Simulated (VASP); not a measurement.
NbP: single point with PBE

The system is NbP.

```xyz
4
Lattice="-1.7054 1.7054 5.8348 1.7054 -1.7054 5.8348 1.7054 1.7054 -5.8348" Properties=species:S:1:pos:R:3 pbc="T T T"
Nb    0.0000    0.0000    8.7518
Nb    1.7054    0.0000    5.8344
P     0.0000    0.0000    3.8820
P     1.7054    0.0000    0.9646
```

This cell differs from its parent crystal: volume changed by +6%.

```yaml
Program: VASP 6.6.1
Task: single point
Functional: PBE
Potentials_or_basis: VASP PAW PBE potentials, release 64 (Nb_sv, P)
Cutoff: 520 eV
k_mesh: 8 × 8 × 8
Occupations: fermi-dirac, width 0.02 eV
Spin: no spin polarisation
Dipole_correction: no
Further_INCAR_settings: ALGO = Normal; EDIFF = 1e-06; NBANDS = 26
```

```yaml
Pressure: -10.0 GPa
Largest_force: 0.010 eV/Å
Band_gap_on_the_k_mesh: zero (band 18 reaches 9.89 eV, above the bottom of band 19 at 9.85 eV)
```

Forces in eV/Å, atoms in the order of the input:
```
Nb   0.000  0.000 -0.010
Nb   0.000  0.000 -0.010
P    0.000  0.000  0.010
P    0.000  0.000  0.010
```

Stress tensor (GPa, compression positive):
```
-10.57   0.00   0.00
  0.00 -10.57   0.00
  0.00   0.00  -8.96
```

Levels at points of the mesh, in eV from the Fermi level:
| k point | band 15 | band 16 | band 17 | band 18 | band 19 | band 20 | band 21 | band 22 |
| --- | --- | --- | --- | --- | --- | --- | --- | --- |
| (0.00, 0.00, 0.00) | -1.98 | -1.58 | -1.34 | -1.34 | 0.76 | 1.46 | 2.47 | 2.90 |
| (0.50, 0.00, 0.00) | -2.22 | -1.81 | -1.39 | -0.14 | 0.08 | 1.22 | 2.27 | 2.41 |
| (0.50, 0.50, 0.00) | -2.77 | -2.77 | -0.43 | -0.43 | 2.70 | 2.70 | 2.81 | 2.81 |
| (0.50, 0.50, 0.50) | -2.46 | -2.46 | -0.60 | -0.60 | 1.09 | 1.09 | 2.12 | 2.12 |

Run time: 5.7 min on 1 thread of Intel(R) Xeon(R) Platinum 8375C CPU @ 2.90GHz (Ice Lake) (shared host), peak memory 0.36 GiB.
